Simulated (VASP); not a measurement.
## Ca: single point with PBEsol

Ca:

```
Ca
1.0
     0.00000    4.14802    4.14802
     4.14802    0.00000    4.14802
     4.14802    4.14802    0.00000
Ca
2
Direct
  0.12500 0.12500 0.12500
  0.87500 0.87500 0.87500
```

This isn't the form of Ca at room conditions, which is fcc.

| Property | Result |
| --- | --- |
| Program | VASP 6.6.1 |
| Task | single point |
| Functional | PBEsol |
| Potentials or basis | VASP PAW PBE potentials, release 64 (Ca_sv) |
| Cutoff | 520 eV |
| k mesh | 8 × 8 × 8 |
| Occupations | fermi-dirac, width 0.1 eV |
| Spin | no spin polarisation |
| Dipole correction | no |
| Further INCAR settings | ALGO = Normal; EDIFF = 1e-06; NBANDS = 17 |

```json
{"Pressure": "0.2 GPa", "Band gap on the k mesh": "zero (bands 10 and 11 overlap by 0.89 eV)"}
```

Levels at points of the mesh, in eV from the Fermi level:
| k point | band 8 | band 9 | band 10 | band 11 | band 12 | band 13 |
| --- | --- | --- | --- | --- | --- | --- |
| (0.00, 0.00, 0.00) | -23.85 | -3.11 | 0.68 | 0.68 | 0.68 | 0.87 |
| (0.50, 0.00, 0.00) | -23.84 | -1.87 | -0.89 | 0.73 | 0.73 | 0.77 |
| (0.50, 0.50, 0.00) | -23.83 | -1.01 | -1.01 | 0.17 | 0.17 | 0.89 |

It took 34 s on 1 thread of Intel(R) Xeon(R) 6975P-C (Granite Rapids) (shared host), peak memory 0.32 GiB.

Caveat: the PAW data sets were made with another functional, which shifts forces and pressure a little.
